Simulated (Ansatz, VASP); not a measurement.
# F in VASP and in Ansatz

File INCAR:

```
PREC = Accurate ; ENCUT = 600
EDIFF = 1E-6 ; ISMEAR = -1
SIGMA = 0.05 ; LREAL = F
LASPH = T ; NELM = 120
ALGO = Normal ; ISIF = 2
LWAVE = F ; LCHARG = F
NBANDS = 10 ; GGA_COMPAT = F
```

File KPOINTS:

```
Automatic mesh
0
Gamma
  17 17 17
```

POSCAR

```
F
1.0
    0.0000000000      1.6133363541      1.6133363541
    1.6133363541      0.0000000000      1.6133363541
    1.6133363541      1.6133363541      0.0000000000
F
1
Direct
    0.0000000000      0.0000000000      0.0000000000
```

Input for Ansatz:

```yaml
crystal:
  lattice:
    - [0.0, 1.6133363541, 1.6133363541]
    - [1.6133363541, 0.0, 1.6133363541]
    - [1.6133363541, 1.6133363541, 0.0]
  atoms:
    - { symbol: F, position: [0.0, 0.0, 0.0] }
kpoints:
  mp_grid: { grid: [17, 17, 17] }
scf:
  occupations: { method: fermi_dirac, width: 0.05 }
hamiltonian:
  xc: lda
  pseudopotentials: { kind: all_electron, datasets: crystal }
output:
  forces: true
  stress: true
  eigenvalues: true
```

Change from the starting cell: volume scaled by 1, crystal datasets.

Alike in both runs: task single point; functional LDA; k mesh 17 × 17 × 17; occupations fermi-dirac, width 0.05 eV; no spin polarisation.

|  | VASP | Ansatz |
| --- | --- | --- |
| version | VASP 6.6.1 | Ansatz 0.2.0 |
| potentials or method | VASP PAW LDA potentials, release 64 (F), cutoff 600 eV | all-electron PAW with datasets made for the crystal, scalar-relativistic |

|  | VASP | Ansatz | Ansatz less VASP |
| --- | --- | --- | --- |
| pressure (GPa) | -0.6 | -0.1 | +0.50 |

LDA's correlation is that of Perdew and Zunger in VASP and of Perdew and Wang (1992) in Ansatz. Ansatz ran all-electron here, and VASP with PAW potentials. Ansatz's warnings: printed levels off.
